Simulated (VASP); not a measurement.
CuO, 8 atoms in the cell. Symmetry: Cccm, No. 66, orthorhombic system. Conventional cell: a = 4.146 Å, b = 4.162 Å, c = 4.787 Å, α = 90.00°, β = 90.00°, γ = 90.00°. Within 2.5 Å of Cu (site symmetry 2/m) lie 4 O at 1.89 Å. Within 2.5 Å of O (site symmetry 222) lie 4 Cu at 1.89 Å and 2 O at 2.39 Å.  This cell differs from its parent crystal: uniaxial strain along c: -6.0 %.

* Program: VASP 6.6.1
* Task: single point
* Functional: PBEsol
* Potentials or basis: VASP PAW PBE potentials, release 64 (Cu, O)
* Cutoff: 520 eV
* k mesh: 10 × 10 × 8
* Occupations: gaussian, width 0.1 eV
* Spin: no spin polarisation
* Dipole correction: no
* Further INCAR settings: ALGO = Normal; EDIFF = 1e-07; NBANDS = 44

Potentials or basis: VASP PAW PBE potentials, release 64 (Cu, O).

Run with:

```bash
$ cat potpaw_PBE.64/Cu/POTCAR potpaw_PBE.64/O/POTCAR > POTCAR
$ mpirun -np 1 vasp_std > vasp.out
```

Hardware: 1 thread of AMD EPYC 9R45 96-Core Processor (Zen 5), on a shared host.

**Question.** Estimate the wall time of this run.

**Answer.** Run time: 7 min on 1 thread of AMD EPYC 9R45 96-Core Processor (Zen 5), on a shared host, peak memory 0.51 GiB. Counts: scf iterations 17, k points 180.
